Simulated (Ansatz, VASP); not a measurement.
One calculation of CoSi3, two programs

```
Si Co
1.0
     0.00000    2.94834    2.94834
     2.94834    0.00000    2.94834
     2.94834    2.94834    0.00000
Si Co
3 1
Direct
  0.25000 0.25000 0.25000
  0.75000 0.75000 0.75000
  0.50000 0.50000 0.50000
  0.00000 0.00000 0.00000
```

Alike in both runs: task single point; functional PBE; k mesh 12 × 12 × 12; occupations gaussian, width 0.1 eV; collinear spin.

```csv
,VASP,Ansatz
version,VASP 6.6.1,Ansatz 0.2.0
potentials or method,"VASP PAW PBE potentials, release 64 (Si, Co), cutoff 520 eV","scalar-relativistic, plane waves, PAW"
valence electrons in the cell,21,29
```

VASP gave:

| Quantity | Value |
| --- | --- |
| gap on the k mesh at the Fermi level (eV) | none |
| pressure (GPa) | -0.1 |
| net moment per atom (μB) | 0.05 |
| size of the moment on the site where the two differ most (μB) | 0.19 |

Question: What did Ansatz give for the same quantities?

Answer: gap on the k mesh at the Fermi level (eV): none; pressure (GPa): 0.0; net moment per atom (μB): 0.05; size of the moment on the site where the two differ most (μB): 0.22.

Site moments also hang on the region over which each program counts them. A gap of «none» marks a metal or a gap that the smearing closes. With one functional, cell and mesh, what is left measures potentials, basis and numerics. VASP's potentials hold 21 valence electrons a cell and Ansatz's 29, so a difference there can come from the potentials and not from the codes.
